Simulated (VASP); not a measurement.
# CaO (I4/mmm) in VASP: notebook

The runs below take CaO through single point, with LDA.

Program: VASP 6.6.1. These are calculated values, not measurements. Logs are shortened: lines on timing, memory, paths and dates and some standing lists are left out, and cuts for length are marked.

### Step 1. The cell of the first run

The structure is tetragonal, space group I4/mmm (No. 139). Conventional cell: a = 3.360 Å, b = 3.360 Å, c = 4.825 Å, α = 90.00°, β = 90.00°, γ = 90.00°. Ca (site symmetry 4/mmm) has 6 O at 2.38 to 2.41 Å within 3.1 Å. Within 3.1 Å of O (site symmetry 4/mmm) lie 6 Ca at 2.38 to 2.41 Å.

### Step 2. Single point, LDA (strain -0.030 along x and y, -0.015 along z)

Contents of INCAR:

```
SYSTEM = CaO
  PREC = Accurate
  ENCUT = 520
  EDIFF = 1E-6
  ISMEAR = 0
  SIGMA = 0.05
  LREAL = .False.
  LASPH = .True.
  NELM = 60
  ALGO = Normal
  ISIF = 2
  LWAVE = .False.
  LCHARG = .True.
  LELF = .True.
  LVHAR = .True.
  NBANDS = 15
```

Contents of KPOINTS:

```
regular mesh
0
Gamma
  8 8 8
  0 0 0
```

Contents of POSCAR:

```
CaO
1.0
    0.0000000000      2.3755300000      2.4122650000
    2.3755300000      0.0000000000      2.4122650000
    2.3755300000      2.3755300000      0.0000000000
Ca O
1 1
Direct
    0.0000000000      0.0000000000      0.0000000000
    0.5000000000      0.5000000000      0.5000000000
```

Potentials or basis: VASP PAW LDA potentials, release 64 (Ca_sv, O).

Command:

```bash
cat potpaw_LDA.64/Ca_sv/POTCAR potpaw_LDA.64/O/POTCAR > POTCAR
mpirun -np 1 vasp_std > vasp.out
```

OUTCAR:

```text
SYSTEM = CaO
   PREC = Accurate
   ENCUT = 520
   EDIFF = 1E-6
   ISMEAR = 0
   LREAL = .False.
   LASPH = .True.
   NELM = 60
   ISIF = 2

 ion  position               nearest neighbor table
   1  0.000  0.000  0.000-   2 2.38   2 2.38   2 2.38   2 2.38   2 2.41   2 2.41
   2  0.500  0.500  0.500-   1 2.38   1 2.38   1 2.38   1 2.38   1 2.41   1 2.41

  LATTYP: Found a body centered tetragonal cell.
 ALAT       =     3.3595067438
 C/A-ratio  =     1.4360828443

  Lattice vectors:

 A1 = (  -2.3755300000,   0.0000000000,   2.4122650000)
 A2 = (   2.3755300000,   0.0000000000,   2.4122650000)
 A3 = (   0.0000000000,   2.3755300000,  -2.4122650000)

Analysis of symmetry for initial positions (statically):
=====================================================================
 Subroutine PRICEL returns:
 Original cell was already a primitive cell.

 Routine SETGRP: Setting up the symmetry group for a
 body centered tetragonal supercell.

 Subroutine GETGRP returns: Found 16 space group operations
 (whereof 16 operations were pure point group operations)
 out of a pool of 16 trial point group operations.

The static configuration has the point symmetry D_4h.

Analysis of symmetry for dynamics (positions and initial velocities):
=====================================================================
 Subroutine PRICEL returns:
 Original cell was already a primitive cell.

 Routine SETGRP: Setting up the symmetry group for a
 body centered tetragonal supercell.

 Subroutine GETGRP returns: Found 16 space group operations
 (whereof 16 operations were pure point group operations)
 out of a pool of 16 trial point group operations.

The dynamic configuration has the point symmetry D_4h.

 Subroutine INISYM returns: Found 16 space group operations
 (whereof 16 operations are pure point group operations),
 and found     1 'primitive' translations

----------------------------------------------------------------------------------------

                                     Primitive cell

  volume of cell :      27.2255

  direct lattice vectors                    reciprocal lattice vectors
     0.000000000  2.375530000  2.412265000    -0.210479346  0.210479346  0.207274076
     2.375530000  0.000000000  2.412265000     0.210479346 -0.210479346  0.207274076
     2.375530000  2.375530000  0.000000000     0.210479346  0.210479346 -0.207274076

  length of vectors
     3.385581960  3.385581960  3.359506744     0.362719799  0.362719799  0.362719799

  position of ions in fractional coordinates (direct lattice)
     0.000000000  0.000000000  0.000000000
     0.500000000  0.500000000  0.500000000

  ion indices of the primitive-cell ions
   primitive index   ion index
                 1           1
                 2           2

----------------------------------------------------------------------------------------

 KPOINTS: regular mesh

Automatic generation of k-mesh.
 Grid dimensions read from file:
 generate k-points for:    8    8    8

 Generating k-lattice:

  Cartesian coordinates                     Fractional coordinates (reciprocal lattice)
    -0.026309918  0.026309918  0.025909260     0.125000000  0.000000000  0.000000000
     0.026309918 -0.026309918  0.025909260     0.000000000  0.125000000  0.000000000
     0.026309918  0.026309918 -0.025909260    -0.000000000 -0.000000000  0.125000000

  Length of vectors
     0.045339975  0.045339975  0.045339975

  Shift w.r.t. Gamma in fractional coordinates (k-lattice)
     0.000000000  0.000000000  0.000000000

 Subroutine IBZKPT returns following result:
 ===========================================

 Found     59 irreducible k-points:

 Following reciprocal coordinates:
            Coordinates               Weight
  0.000000  0.000000  0.000000      1.000000
  0.125000  0.000000  0.000000      8.000000
  0.250000  0.000000  0.000000      8.000000
  0.375000  0.000000  0.000000      8.000000
  0.500000  0.000000  0.000000      4.000000
  0.125000  0.125000  0.000000      2.000000
[... 16 lines left out ...]
  0.250000  0.000000  0.125000     16.000000
  0.375000  0.000000  0.125000     16.000000
 [... further k-points ...]
   k-points           NKPTS =     59   k-points in BZ     NKDIM =     59   number of bands    NBANDS=     15
   number of dos      NEDOS =    301   number of ions     NIONS =      2
   total plane-waves  NPLWV =  21952
   dimension x,y,z NGX =    28 NGY =   28 NGZ =   28
   dimension x,y,z NGXF=    56 NGYF=   56 NGZF=   56
   ions per type =               1   1
   NGX,Y,Z   is equivalent  to a cutoff of  13.75, 13.75, 13.86 a.u.
   NGXF,Y,Z  is equivalent  to a cutoff of  27.50, 27.50, 27.71 a.u.
 SYSTEM =  CaO
   PREC   = accura    normal or accurate (medium, high low for compatibility)
   ISTART =      0    job   : 0-new  1-cont  2-samecut
   ICHARG =      2    charge: 1-file 2-atom 10-const
   ISPIN  =      1    spin polarized calculation?
   LNONCOLLINEAR =      F non collinear calculations
   LSORBIT =      F    spin-orbit coupling
   LASPH  =      T    aspherical Exc in radial PAW
   ENCUT  =  520.0 eV  38.22 Ry    6.18 a.u.   6.29  6.29  6.25*2*pi/ulx,y,z
   NELM   =     60;   NELMIN=  2; NELMDL= -5     # of ELM steps
   EDIFF  = 0.1E-05   stopping-criterion for ELM
   LREAL  =      F    real-space projection
   EDIFFG = 0.1E-04   stopping-criterion for IOM
   NSW    =      0    number of steps for IOM
   IBRION =     -1    ionic relax: 0-MD 1-quasi-New 2-CG
   NFREE  =      0    steps in history (QN), initial steepest desc. (CG)
   ISIF   =      2    stress and relaxation
   ISYM   =      2    0-nonsym 1-usesym 2-fastsym
   POTIM  = 0.5000    time-step for ionic-motion
   TEBEG  =    0.0;   TEEND  =   0.0 temperature during run
   PSTRESS=    0.0 pullay stress
   NELECT =      16.0000    total number of electrons
   NUPDOWN=      -1.0000    fix difference up-down
   EMIN   =  10.00;   EMAX   =-10.00  energy-range for DOS
   EFERMI =   0.00;   METHOD = LEGACY
   ISMEAR =     0;   SIGMA  =   0.05  broadening in eV -4-tet -1-fermi 0-gaus
   EFERMI_NEDOS =   21; number of points for ismear=-14 and -15
   IALGO  =     38    algorithm
   IMIX   =      4    mixing-type and parameters
     AMIX     =   0.40;   BMIX     =  1.00
     AMIX_MAG =   1.60;   BMIX_MAG =  1.00
  volume/ion in A,a.u.               =      13.61        91.86
  Fermi-wavevector in a.u.,A,eV,Ry     =   1.371269  2.591324 25.584123  1.880380
  Thomas-Fermi vector in A             =   2.496981
   LORBIT       =      0    0 simple, 1 ext, 2 COOP (PROOUT), +10 PAW based schemes
   GGA     = CA    functional components
   LHFCALC =     F    Hartree Fock is set to
   AEXX    =    0.0000 exact exchange contribution
   IVDW    =     0    specifies the selected vdW correction
   LEPSILON=     F    determine dielectric tensor
   LRPA    =     F    only Hartree local field effects (RPA)
 non-spin polarized calculation
 Gauss-broadening in eV      SIGMA  =   0.05
  energy-cutoff  :      520.00
  volume of cell :       27.23
 maximum number of plane-waves:       740
 NGX is ok and might be reduce to    28
   NGX = 13   NGY = 13   NGZ = 13

 number of electron      15.9999996 magnetization

 Free energy of the ion-electron system (eV)
  ---------------------------------------------------
  ext. energy  EPLUGINS =         0.00000000
  ---------------------------------------------------
  free energy    TOTEN  =       -14.20727586 eV

  energy without entropy =      -14.20727586  energy(sigma->0) =      -14.20727586

 E-fermi :   2.4005     XC(G=0): -11.1246

 val. band max:        2.1409296677   @ k =   0.0000   0.0000   0.0000
 cond. band min:       5.5607440315   @ k =   0.5000   0.0000   0.5000
 fundamental gap:      3.4198143638
 Fermi energy:         2.4005087681

 k-point     1 :       0.0000    0.0000    0.0000
  band No.  band energies     occupation
      1     -34.8560      2.00000
      2     -15.8936      2.00000
      3     -15.8852      2.00000
      4     -15.8852      2.00000
      5     -13.1198      2.00000
      6       2.0996      2.00000
      7       2.1409      2.00000
      8       2.1409      2.00000
      9       6.8388      0.00000
     10       8.2086      0.00000
     11       8.3192      0.00000
     12       8.3192      0.00000
     13       9.8154      0.00000
     14       9.9501      0.00000
     15      17.0565      0.00000

 k-point     2 :       0.1250    0.0000    0.0000
  band No.  band energies     occupation
      1     -34.8384      2.00000
      2     -16.1335      2.00000
      3     -15.9013      2.00000
      4     -15.8927      2.00000
      5     -12.8636      2.00000
      6       1.5681      2.00000
      7       1.8917      2.00000
      8       1.9141      2.00000
      9       7.5283      0.00000
     10       8.2369      0.00000
     11       8.5341      0.00000
     12       8.5909      0.00000
     13      10.2003      0.00000
     14      10.3422      0.00000
     15      17.6970      0.00000

 k-point     3 :       0.2500    0.0000    0.0000
  band No.  band energies     occupation
      1     -34.7954      2.00000
      2     -16.6119      2.00000
      3     -15.9259      2.00000
      4     -15.9107      2.00000
      5     -12.3577      2.00000
      6       0.5254      2.00000
      7       1.4177      2.00000
      8       1.4310      2.00000
      9       8.3126      0.00000
     10       8.9950      0.00000
     11       9.2752      0.00000
     12       9.3066      0.00000
     13      11.1244      0.00000
     14      11.2807      0.00000
     15      18.1455      0.00000
[... 343 lines left out ...]
 k-point    23 :       0.2500    0.0000    0.1250
  band No.  band energies     occupation
      1     -34.7976      2.00000
      2     -16.4809      2.00000
      3     -15.9656      2.00000
      4     -15.9451      2.00000
      5     -12.4727      2.00000
      6       0.5851      2.00000
      7       1.6072      2.00000
      8       1.7213      2.00000
      9       7.5351      0.00000
     10       8.5333      0.00000
     11       9.4923      0.00000
     12       9.6093      0.00000
     13      10.5309      0.00000
     14      11.7147      0.00000
     15      18.6125      0.00000

 k-point    24 :       0.3750    0.0000    0.1250
  band No.  band energies     occupation
      1     -34.7545      2.00000
      2     -16.8467      2.00000
      3     -15.9904      2.00000
      4     -15.9730      2.00000
      5     -12.1192      2.00000
      6      -0.0072      2.00000
      7       1.0913      2.00000
      8       1.2963      2.00000
      9       7.9349      0.00000
     10       9.6609      0.00000
     11      10.3270      0.00000
     12      10.3904      0.00000
     13      11.5224      0.00000
     14      12.5594      0.00000
     15      17.5230      0.00000

 [... further k-points ...]
[... 5 lines left out ...]
  --------------------------------------------------------------------------------------
  -------------------------------------------------------------------------------------
  Total       -0.5600839     -0.5600839     -0.9727994      0.0000000      0.0000000      0.0000000
  in kB      -32.9600328    -32.9600328    -57.2476716      0.0000000      0.0000000      0.0000000
  external PRESSURE =     -41.0559124 kB  Pullay stress =       0.0000000 kB

 VOLUME and BASIS-vectors are now :
 -----------------------------------------------------------------------------
  energy-cutoff  :      520.00
  volume of cell :       27.23
      direct lattice vectors                 reciprocal lattice vectors
     0.000000000  2.375530000  2.412265000    -0.210479346  0.210479346  0.207274076
     2.375530000  0.000000000  2.412265000     0.210479346 -0.210479346  0.207274076
     2.375530000  2.375530000  0.000000000     0.210479346  0.210479346 -0.207274076

 POSITION                                       TOTAL-FORCE (eV/Angst)
 -----------------------------------------------------------------------------------
      0.00000      0.00000      0.00000         0.000000      0.000000     -0.000000
      2.37553      2.37553      2.41227        -0.000000     -0.000000      0.000000
 -----------------------------------------------------------------------------------
    total drift:                                0.000000      0.000000      0.000000

  FREE ENERGIE OF THE ION-ELECTRON SYSTEM (eV)
  ---------------------------------------------------
  free  energy   TOTEN  =       -14.2072758604 eV

  energy  without entropy=      -14.2072758604  energy(sigma->0) =      -14.20727586
```

Wall time 13 s (1 thread of Intel Xeon Platinum 8559C (Emerald Rapids), shared host); peak memory 0.16 GiB.

Results:

| Item | Value |
| --- | --- |
| Free energy | -14.2073 eV |
| Pressure | -4.1 GPa |
| Band gap on the k mesh | 3.42 eV, indirect (least direct gap 3.80 eV) |

Caveat: the cell differs from its parent crystal (strain -0.030 along x and y, -0.015 along z).

### Step 3. Single point, LDA (strain -0.030 along x and y, +0.000 along z)

Contents of INCAR:

```
PREC     = Accurate       # precision mode
ENCUT    = 520            # plane-wave cutoff, eV
EDIFF    = 1E-6           # SCF threshold, eV
ISMEAR   = 0              # smearing method
SIGMA    = 0.05           # smearing width, eV
LREAL    = F              # projectors in reciprocal space
LASPH    = T              # aspherical terms in the spheres
NELM     = 100            # most SCF steps
ALGO     = Normal         # electronic algorithm
ISIF     = 2              # what is computed and relaxed
LWAVE    = F              # write WAVECAR
LCHARG   = T              # write CHGCAR
GGA      = CA             # functional
LELF     = T              # ELF
LVHAR    = T            
NBANDS   = 15             # bands
```

Contents of KPOINTS:

```
regular mesh
0
Gamma
  8 8 8
```

Contents of POSCAR:

```
CaO
1.0
    0.0000000000      2.3755300000      2.4490000000
    2.3755300000      0.0000000000      2.4490000000
    2.3755300000      2.3755300000      0.0000000000
Ca O
1 1
Direct
    0.0000000000      0.0000000000      0.0000000000
    0.5000000000      0.5000000000      0.5000000000
```

Potentials or basis: VASP PAW LDA potentials, release 64 (Ca_sv, O).

Command:

```bash
cat potpaw_LDA.64/Ca_sv/POTCAR potpaw_LDA.64/O/POTCAR > POTCAR
mpirun -np 1 vasp_std > vasp.out
```

OUTCAR:

```text
PREC = Accurate
   ENCUT = 520
   EDIFF = 1E-6
   ISMEAR = 0
   LREAL = F
   LASPH = T
   NELM = 100
   ISIF = 2
   GGA = CA

 ion  position               nearest neighbor table
   1  0.000  0.000  0.000-   2 2.38   2 2.38   2 2.38   2 2.38   2 2.45   2 2.45
   2  0.500  0.500  0.500-   1 2.38   1 2.38   1 2.38   1 2.38   1 2.45   1 2.45

  LATTYP: Found a body centered tetragonal cell.
 ALAT       =     3.3595067438
 C/A-ratio  =     1.4579521262

  Lattice vectors:

 A1 = (  -2.3755300000,   0.0000000000,   2.4490000000)
 A2 = (   2.3755300000,   0.0000000000,   2.4490000000)
 A3 = (   0.0000000000,   2.3755300000,  -2.4490000000)

Analysis of symmetry for initial positions (statically):
=====================================================================
 Subroutine PRICEL returns:
 Original cell was already a primitive cell.

 Routine SETGRP: Setting up the symmetry group for a
 body centered tetragonal supercell.

 Subroutine GETGRP returns: Found 16 space group operations
 (whereof 16 operations were pure point group operations)
 out of a pool of 16 trial point group operations.

The static configuration has the point symmetry D_4h.

[... 168 lines left out ...]
 k-point     1 :       0.0000    0.0000    0.0000
  band No.  band energies     occupation
      1     -35.0000      2.00000
      2     -16.0576      2.00000
      3     -16.0384      2.00000
      4     -16.0384      2.00000
      5     -13.1802      2.00000
      6       1.9886      2.00000
      7       2.0641      2.00000
      8       2.0641      2.00000
      9       6.6013      0.00000
     10       8.0188      0.00000
     11       8.2358      0.00000
     12       8.2358      0.00000
     13       9.6277      0.00000
     14       9.8702      0.00000
[... 401 lines left out ...]
      2     -16.9554      2.00000
      3     -16.1515      2.00000
      4     -16.1191      2.00000
      5     -12.2157      2.00000
      6      -0.0748      2.00000
      7       1.0181      2.00000
      8       1.2179      2.00000
      9       7.8089      0.00000
     10       9.4215      0.00000
     11      10.1377      0.00000
     12      10.2433      0.00000
     13      11.3374      0.00000
     14      12.4320      0.00000
     15      17.2471      0.00000

 [... further k-points ...]
[... 5 lines left out ...]
  --------------------------------------------------------------------------------------
  -------------------------------------------------------------------------------------
  Total       -0.7092784     -0.7092784     -1.4481465      0.0000000      0.0000000      0.0000000
  in kB      -41.1137868    -41.1137868    -83.9427654      0.0000000      0.0000000      0.0000000
  external PRESSURE =     -55.3901130 kB  Pullay stress =       0.0000000 kB

 VOLUME and BASIS-vectors are now :
 -----------------------------------------------------------------------------
  energy-cutoff  :      520.00
  volume of cell :       27.64
      direct lattice vectors                 reciprocal lattice vectors
     0.000000000  2.375530000  2.449000000    -0.210479346  0.210479346  0.204164965
     2.375530000  0.000000000  2.449000000     0.210479346 -0.210479346  0.204164965
     2.375530000  2.375530000  0.000000000     0.210479346  0.210479346 -0.204164965

 POSITION                                       TOTAL-FORCE (eV/Angst)
 -----------------------------------------------------------------------------------
      0.00000      0.00000      0.00000         0.000000      0.000000      0.000000
      2.37553      2.37553      2.44900        -0.000000     -0.000000     -0.000000
 -----------------------------------------------------------------------------------
    total drift:                                0.000000      0.000000      0.000000

  FREE ENERGIE OF THE ION-ELECTRON SYSTEM (eV)
  ---------------------------------------------------
  free  energy   TOTEN  =       -14.1892510320 eV

  energy  without entropy=      -14.1892510320  energy(sigma->0) =      -14.18925103
```

OSZICAR:

```text
N       E                     dE             d eps       ncg     rms          rms(c)
DAV:   1     0.121941308701E+03    0.12194E+03   -0.84051E+03  1770   0.110E+03
DAV:   2    -0.108016885774E+02   -0.13274E+03   -0.12332E+03  2176   0.286E+02
DAV:   3    -0.157613768629E+02   -0.49597E+01   -0.49249E+01  2148   0.577E+01
DAV:   4    -0.158966021009E+02   -0.13523E+00   -0.13516E+00  2524   0.841E+00
DAV:   5    -0.158981983328E+02   -0.15962E-02   -0.15962E-02  2072   0.802E-01    0.844E+00
DAV:   6    -0.143442699893E+02    0.15539E+01   -0.49115E+00  1981   0.216E+01    0.374E+00
DAV:   7    -0.142249314806E+02    0.11934E+00   -0.42371E-01  2001   0.674E+00    0.181E+00
DAV:   8    -0.141899787540E+02    0.34953E-01   -0.80820E-02  2211   0.293E+00    0.355E-01
DAV:   9    -0.141891387239E+02    0.84003E-03   -0.39725E-03  2005   0.487E-01    0.979E-02
DAV:  10    -0.141892651503E+02   -0.12643E-03   -0.22873E-04  2241   0.151E-01    0.361E-02
DAV:  11    -0.141892513864E+02    0.13764E-04   -0.18876E-05  2415   0.508E-02    0.683E-03
DAV:  12    -0.141892510320E+02    0.35444E-06   -0.32069E-06  2141   0.162E-02
   1 F= -.14189251E+02 E0= -.14189251E+02  d E =-.352084E-23
```

Wall time 15 s (1 thread of Intel Xeon Platinum 8559C (Emerald Rapids), shared host); peak memory 0.16 GiB.

What came out:

- Free energy: -14.1893 eV
- Pressure: -5.5 GPa
- Band gap on the k mesh: 3.41 eV, indirect (least direct gap 3.80 eV)

Stress tensor (GPa, compression positive):
```
-4.11  0.00  0.00
 0.00 -4.11  0.00
 0.00  0.00 -8.39
```

Levels at points of the mesh, in eV from the valence-band top:
```csv
k point,band 5,band 6,band 7,band 8,band 9,band 10,band 11,band 12
"(0.00, 0.00, 0.00)",-15.24,-0.08,0.00,0.00,4.54,5.95,6.17,6.17
"(0.50, 0.00, 0.00)",-13.96,-2.75,-1.27,-1.27,6.95,8.30,8.31,8.33
"(0.50, 0.50, 0.00)",-15.00,-1.45,-0.35,-0.35,3.50,8.01,8.88,9.53
"(0.50, 0.00, 0.50)",-14.99,-1.27,-0.46,-0.39,3.41,8.01,8.91,9.43
```

Caveat: the cell differs from its parent crystal (strain -0.030 along x and y, +0.000 along z). A k mesh can miss the band edges.
